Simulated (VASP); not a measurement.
# FeCu (Cmmm) in VASP: single point with PBE

Aim: the single point of FeCu with PBE.

Everything below comes from runs of VASP 6.6.1. Logs are shortened: lines on timing, memory, paths and dates and some standing lists are left out, and cuts for length are marked.

## Step 1: The cell of the first run

The structure is orthorhombic, space group Cmmm (No. 65). Conventional cell: a = 2.877 Å, b = 3.976 Å, c = 4.138 Å, α = 90.00°, β = 90.00°, γ = 90.00°. Within 3.2 Å of Fe (site symmetry mmm) lie 6 Fe at 2.45 to 2.88 Å and 8 Cu at 2.52 to 2.87 Å. Cu (site symmetry mmm) has 6 Cu at 2.45 to 2.88 Å and 8 Fe at 2.52 to 2.87 Å within 3.2 Å.

## Step 2: Single point, PBE, collinear spin, ferromagnetic start

POSCAR

```
FeCu
1.0
    1.4382720000     -1.9879340000      0.0000000000
    1.4382720000      1.9879340000      0.0000000000
    0.0000000000      0.0000000000      4.1381350000
Fe Cu
1 1
Direct
    0.0000000000      0.0000000000      0.0000000000
    0.5000000000      0.5000000000      0.5000000000
```

INCAR.step1

```
SYSTEM = FeCu
  PREC = Accurate
  ENCUT = 520
  EDIFF = 1E-7
  ISMEAR = -1
  SIGMA = 0.03
  LREAL = .FALSE.
  LASPH = .TRUE.
  NELM = 150
  ALGO = Normal
  ISIF = 2
  LWAVE = .FALSE.
  LCHARG = .TRUE.
  ISPIN = 2
  MAGMOM = 3 0
  LMAXMIX = 4
  GGA = PE
  NBANDS = 20
```

KPOINTS.step1

```
regular mesh
0
G
  12 12 7
  0 0 0
```

INCAR.step2

```
SYSTEM = FeCu
  PREC = Accurate
  ENCUT = 520
  EDIFF = 1E-7
  ISMEAR = -5
  SIGMA = 0.03
  LREAL = .FALSE.
  LASPH = .TRUE.
  NELM = 150
  ALGO = Normal
  ISIF = 2
  LWAVE = .FALSE.
  LCHARG = .FALSE.
  ISPIN = 2
  MAGMOM = 3 0
  LORBIT = 10
  LMAXMIX = 4
  GGA = PE
  NBANDS = 20
  NEDOS = 2001
  ICHARG = 11
```

KPOINTS.step2

```
regular mesh
0
G
  18 18 11
  0 0 0
```

Potentials or basis: VASP PAW PBE potentials, release 64 (Fe, Cu).

Started as:

```bash
$ cat potpaw_PBE.64/Fe/POTCAR potpaw_PBE.64/Cu/POTCAR > POTCAR
$ cp INCAR.step1 INCAR
$ cp KPOINTS.step1 KPOINTS
$ mpirun -np 1 vasp_std > vasp.out
$ cp INCAR.step2 INCAR
$ cp KPOINTS.step2 KPOINTS
$ mpirun -np 1 vasp_std > vasp.out
```

OUTCAR:

```text
SYSTEM = FeCu
   PREC = Accurate
   ENCUT = 520
   EDIFF = 1E-7
   ISMEAR = -5
   LREAL = .FALSE.
   LASPH = .TRUE.
   NELM = 150
   ISIF = 2
   ISPIN = 2
   LORBIT = 10
   GGA = PE
   ICHARG = 11

 ion  position               nearest neighbor table
   1  0.000  0.000  0.000-   2 2.52   2 2.52   2 2.52   2 2.52   2 2.87   2 2.87   2 2.87   2 2.87

   2  0.500  0.500  0.500-   1 2.52   1 2.52   1 2.52   1 2.52   1 2.87   1 2.87   1 2.87   1 2.87

  LATTYP: Found a base centered orthorhombic cell.
 ALAT       =     2.8765440000
 B/A-ratio  =     1.3821683242
 C/A-ratio  =     1.4385787250

  Lattice vectors:

 A1 = (   1.4382720000,  -1.9879340000,   0.0000000000)
 A2 = (   1.4382720000,   1.9879340000,   0.0000000000)
 A3 = (   0.0000000000,   0.0000000000,   4.1381350000)

Analysis of symmetry for initial positions (statically):
=====================================================================
 Subroutine PRICEL returns:
 Original cell was already a primitive cell.

 Routine SETGRP: Setting up the symmetry group for a
 base centered orthorhombic supercell.

 Subroutine GETGRP returns: Found  8 space group operations
 (whereof  8 operations were pure point group operations)
 out of a pool of  8 trial point group operations.

The static configuration has the point symmetry D_2h.

Analysis of symmetry for dynamics (positions and initial velocities):
=====================================================================
 Subroutine PRICEL returns:
 Original cell was already a primitive cell.

 Routine SETGRP: Setting up the symmetry group for a
 base centered orthorhombic supercell.

 Subroutine GETGRP returns: Found  8 space group operations
 (whereof  8 operations were pure point group operations)
 out of a pool of  8 trial point group operations.

The dynamic configuration has the point symmetry D_2h.

Analysis of structural, dynamic, and magnetic symmetry:
=====================================================================
 Subroutine PRICEL returns:
 Original cell was already a primitive cell.

 Routine SETGRP: Setting up the symmetry group for a
 base centered orthorhombic supercell.

 Subroutine GETGRP returns: Found  8 space group operations
 (whereof  8 operations were pure point group operations)
 out of a pool of  8 trial point group operations.

The overall configuration has the point symmetry D_2h.

 Subroutine INISYM returns: Found  8 space group operations
 (whereof  8 operations are pure point group operations),
 and found     1 'primitive' translations

----------------------------------------------------------------------------------------

                                     Primitive cell

  volume of cell :      23.6634

  direct lattice vectors                    reciprocal lattice vectors
     1.438272000 -1.987934000  0.000000000     0.347639389 -0.251517405  0.000000000
     1.438272000  1.987934000  0.000000000     0.347639389  0.251517405  0.000000000
     0.000000000  0.000000000  4.138135000     0.000000000  0.000000000  0.241654755

  length of vectors
     2.453672336  2.453672336  4.138135000     0.429085248  0.429085248  0.241654755

  position of ions in fractional coordinates (direct lattice)
     0.000000000  0.000000000  0.000000000
     0.500000000  0.500000000  0.500000000

  ion indices of the primitive-cell ions
   primitive index   ion index
                 1           1
                 2           2

----------------------------------------------------------------------------------------

 KPOINTS: regular mesh

Automatic generation of k-mesh.
 Grid dimensions read from file:
 generate k-points for:   18   18   11

 Generating k-lattice:

  Cartesian coordinates                     Fractional coordinates (reciprocal lattice)
     0.019313299 -0.013973189  0.000000000     0.055555556  0.000000000  0.000000000
     0.019313299  0.013973189  0.000000000     0.000000000  0.055555556  0.000000000
     0.000000000  0.000000000  0.021968614     0.000000000  0.000000000  0.090909091

  Length of vectors
     0.023838069  0.023838069  0.021968614

  Shift w.r.t. Gamma in fractional coordinates (k-lattice)
     0.000000000  0.000000000  0.000000000

 TETIRR: Found   5355 inequivalent tetrahedra from    21384

 Subroutine IBZKPT returns following result:
 ===========================================

 Found    546 irreducible k-points:

 Following reciprocal coordinates:
            Coordinates               Weight
  0.000000  0.000000  0.000000      1.000000
  0.055556  0.000000  0.000000      4.000000
  0.111111  0.000000  0.000000      4.000000
  0.166667  0.000000  0.000000      4.000000
  0.222222  0.000000  0.000000      4.000000
  0.277778  0.000000  0.000000      4.000000
[... 16 lines left out ...]
 -0.277778  0.055556  0.000000      4.000000
 -0.222222  0.055556  0.000000      4.000000
 [... further k-points ...]
   k-points           NKPTS =    546   k-points in BZ     NKDIM =    546   number of bands    NBANDS=     20
   number of dos      NEDOS =   2001   number of ions     NIONS =      2
   total plane-waves  NPLWV =  10368
   dimension x,y,z NGX =    18 NGY =   18 NGZ =   32
   dimension x,y,z NGXF=    36 NGYF=   36 NGZF=   64
   ions per type =               1   1
   NGX,Y,Z   is equivalent  to a cutoff of  12.20, 12.20, 12.86 a.u.
   NGXF,Y,Z  is equivalent  to a cutoff of  24.39, 24.39, 25.71 a.u.
 SYSTEM =  FeCu
   PREC   = accura    normal or accurate (medium, high low for compatibility)
   ISTART =      0    job   : 0-new  1-cont  2-samecut
   ICHARG =     11    charge: 1-file 2-atom 10-const
   ISPIN  =      2    spin polarized calculation?
   LNONCOLLINEAR =      F non collinear calculations
   LSORBIT =      F    spin-orbit coupling
   LASPH  =      T    aspherical Exc in radial PAW
   ENCUT  =  520.0 eV  38.22 Ry    6.18 a.u.   4.56  4.56  7.69*2*pi/ulx,y,z
   NELM   =    150;   NELMIN=  2; NELMDL=  0     # of ELM steps
   EDIFF  = 0.1E-06   stopping-criterion for ELM
   LREAL  =      F    real-space projection
   EDIFFG = 0.1E-05   stopping-criterion for IOM
   NSW    =      0    number of steps for IOM
   IBRION =     -1    ionic relax: 0-MD 1-quasi-New 2-CG
   NFREE  =      0    steps in history (QN), initial steepest desc. (CG)
   ISIF   =      2    stress and relaxation
   ISYM   =      2    0-nonsym 1-usesym 2-fastsym
   POTIM  = 0.5000    time-step for ionic-motion
   TEBEG  =    0.0;   TEEND  =   0.0 temperature during run
   PSTRESS=    0.0 pullay stress
   NELECT =      19.0000    total number of electrons
   NUPDOWN=      -1.0000    fix difference up-down
   EMIN   =  10.00;   EMAX   =-10.00  energy-range for DOS
   EFERMI =   0.00;   METHOD = LEGACY
   ISMEAR =    -5;   SIGMA  =   0.03  broadening in eV -4-tet -1-fermi 0-gaus
   EFERMI_NEDOS =   21; number of points for ismear=-14 and -15
   IALGO  =     38    algorithm
   IMIX   =      4    mixing-type and parameters
     AMIX     =   0.40;   BMIX     =  1.00
     AMIX_MAG =   1.60;   BMIX_MAG =  1.00
  volume/ion in A,a.u.               =      11.83        79.84
  Fermi-wavevector in a.u.,A,eV,Ry     =   1.521599  2.875405 31.501064  2.315263
  Thomas-Fermi vector in A             =   2.630292
   LORBIT       =     10    0 simple, 1 ext, 2 COOP (PROOUT), +10 PAW based schemes
   GGA     = PE    functional components
   LHFCALC =     F    Hartree Fock is set to
   AEXX    =    0.0000 exact exchange contribution
   IVDW    =     0    specifies the selected vdW correction
   LEPSILON=     F    determine dielectric tensor
   LRPA    =     F    only Hartree local field effects (RPA)
 spin polarized calculation
 Fermi weights with tetrahedron method with Bloechl corrections
  energy-cutoff  :      520.00
  volume of cell :       23.66
 maximum number of plane-waves:       654

 number of electron      18.9999983 magnetization       2.6129196

 Free energy of the ion-electron system (eV)
  ---------------------------------------------------
  ext. energy  EPLUGINS =         0.00000000
  ---------------------------------------------------
  free energy    TOTEN  =       -11.62454732 eV

  energy without entropy =      -11.62454732  energy(sigma->0) =      -11.62454732

 E-fermi :   6.7254     XC(G=0): -12.8000

 val. band max:        6.8342510673   @ k =   0.5000   0.5000   0.0909
 cond. band min:       6.6710440882   @ k =  -0.3889   0.1111   0.4545
 fundamental gap:     -0.1632069792
 Fermi energy:         6.7254459709

 spin component 1

 k-point     1 :       0.0000    0.0000    0.0000
  band No.  band energies     occupation
      1      -2.3215      1.00000
      2       1.5190      1.00000
      3       2.7557      1.00000
      4       3.6128      1.00000
      5       3.6328      1.00000
      6       3.8088      1.00000
[... 12 lines left out ...]
     19      31.8407      0.00000
     20      31.9913      0.00000

 k-point     2 :       0.0556    0.0000    0.0000
  band No.  band energies     occupation
      1      -2.2295      1.00000
      2       1.5750      1.00000
      3       2.7676      1.00000
      4       3.6208      1.00000
      5       3.6258      1.00000
      6       3.8299      1.00000
[... 12 lines left out ...]
     19      31.3910      0.00000
     20      32.7576      0.00000
[... 465 lines left out ...]
      3       2.9652      1.00000
      4       3.0742      1.00000
      5       3.3896      1.00000
      6       3.4730      1.00000
[... 12 lines left out ...]
     19      30.9531      0.00000
     20      32.5632      0.00000

 k-point    24 :      -0.2222    0.0556    0.0000
  band No.  band energies     occupation
      1      -1.0402      1.00000
      2       2.1936      1.00000
      3       2.9719      1.00000
      4       3.2960      1.00000
      5       3.5568      1.00000
      6       3.5654      1.00000
[... 12 lines left out ...]
     19      30.4291      0.00000
     20      32.0315      0.00000

 [... further k-points ...]

 spin component 2

 k-point     1 :       0.0000    0.0000    0.0000
  band No.  band energies     occupation
      1      -2.2453      1.00000
      2       1.9966      1.00000
      3       2.9398      1.00000
      4       4.0742      1.00000
      5       4.2640      1.00000
      6       4.5375      1.00000
[... 12 lines left out ...]
     19      31.7095      0.00000
     20      32.2668      0.00000

 k-point     2 :       0.0556    0.0000    0.0000
  band No.  band energies     occupation
      1      -2.1530      1.00000
      2       2.0480      1.00000
      3       2.9514      1.00000
      4       4.0375      1.00000
      5       4.2648      1.00000
      6       4.4919      1.00000
[... 12 lines left out ...]
     19      31.3352      0.00000
     20      33.0267      0.00000
[... 465 lines left out ...]
      3       3.2451      1.00000
      4       3.2569      1.00000
      5       4.2172      1.00000
      6       4.2884      1.00000
[... 12 lines left out ...]
     19      31.0900      0.00000
     20      32.5036      0.00000

 k-point    24 :      -0.2222    0.0556    0.0000
  band No.  band energies     occupation
      1      -0.9540      1.00000
      2       2.5946      1.00000
      3       3.1793      1.00000
      4       3.4870      1.00000
      5       4.1943      1.00000
      6       4.2194      1.00000
[... 12 lines left out ...]
     19      30.6194      0.00000
     20      31.9448      0.00000

 [... further k-points ...]

------------------------ aborting loop because EDIFF is reached ----------------------------------------

  FORCE on cell =-STRESS in cart. coord.  units (eV):
  Direction    XX          YY          ZZ          XY          YZ          ZX
  --------------------------------------------------------------------------------------
  -------------------------------------------------------------------------------------
  Total        0.2688735      0.2123022      0.2673437     -0.0000000      0.0000000      0.0000000
  in kB       18.2045941     14.3743219     18.1010142     -0.0000000      0.0000000      0.0000000
  external PRESSURE =      16.8933100 kB  Pullay stress =       0.0000000 kB

 VOLUME and BASIS-vectors are now :
 -----------------------------------------------------------------------------
  energy-cutoff  :      520.00
  volume of cell :       23.66
      direct lattice vectors                 reciprocal lattice vectors
     1.438272000 -1.987934000  0.000000000     0.347639389 -0.251517405  0.000000000
     1.438272000  1.987934000  0.000000000     0.347639389  0.251517405  0.000000000
     0.000000000  0.000000000  4.138135000     0.000000000  0.000000000  0.241654755

 POSITION                                       TOTAL-FORCE (eV/Angst)
 -----------------------------------------------------------------------------------
      0.00000      0.00000      0.00000         0.000000      0.000000      0.000000
      1.43827      0.00000      2.06907        -0.000000     -0.000000      0.000000
 -----------------------------------------------------------------------------------
    total drift:                               -0.000000     -0.000000     -0.000000

  FREE ENERGIE OF THE ION-ELECTRON SYSTEM (eV)
  ---------------------------------------------------
  free  energy   TOTEN  =       -11.6245473234 eV

  energy  without entropy=      -11.6245473234  energy(sigma->0) =      -11.62454732

 total charge

# of ion       s       p       d       tot
------------------------------------------
    1        0.454   0.460   6.209   7.123
    2        0.470   0.440   9.138  10.047
--------------------------------------------------
tot          0.924   0.900  15.347  17.170

 magnetization (x)

# of ion       s       p       d       tot
------------------------------------------
    1        0.003  -0.012   2.545   2.536
    2       -0.016  -0.047   0.122   0.059
--------------------------------------------------
tot         -0.014  -0.058   2.666   2.594
```

Wall time 5 min (1 thread of Intel Xeon Platinum 8259CL at 2.50GHz (Skylake/Cascade Lake), shared host); peak memory 0.5 GiB.

What came out:

```yaml
Net_moment: 2.61 μB per cell
Site_moments: Fe +2.54; Cu +0.06 μB
Valence_electrons_inside_the_program's_atomic_spheres: Fe 7.12; Cu 10.05
```

Levels at points of the mesh, in eV from the Fermi level:
Spin up:
```
           k point  band 7  band 8  band 9  band 10  band 11  band 12  band 13  band 14  band 15  band 16
(0.00, 0.00, 0.00)   -2.33   -2.29   -1.33    -1.33    -0.95    -0.62     4.99    17.80    18.50    22.13
(0.50, 0.00, 0.00)   -2.47   -2.20   -1.51    -1.01     0.43     1.60     9.04     9.22     9.37    10.65
(0.50, 0.50, 0.00)   -1.66   -1.29   -1.05     0.07     0.11     5.78     8.54     8.67     8.77    14.12
```
Spin down:
| k point | band 5 | band 6 | band 7 | band 8 | band 9 | band 10 | band 11 | band 12 |
| --- | --- | --- | --- | --- | --- | --- | --- | --- |
| (0.00, 0.00, 0.00) | -2.46 | -2.19 | -1.46 | -1.12 | -0.54 | 1.43 | 1.50 | 1.71 |
| (0.50, 0.00, 0.00) | -2.33 | -2.09 | -1.84 | -1.45 | 0.56 | 1.37 | 1.82 | 3.38 |
| (0.50, 0.50, 0.00) | -1.53 | -1.02 | 0.05 | 0.08 | 0.80 | 0.92 | 2.42 | 6.69 |
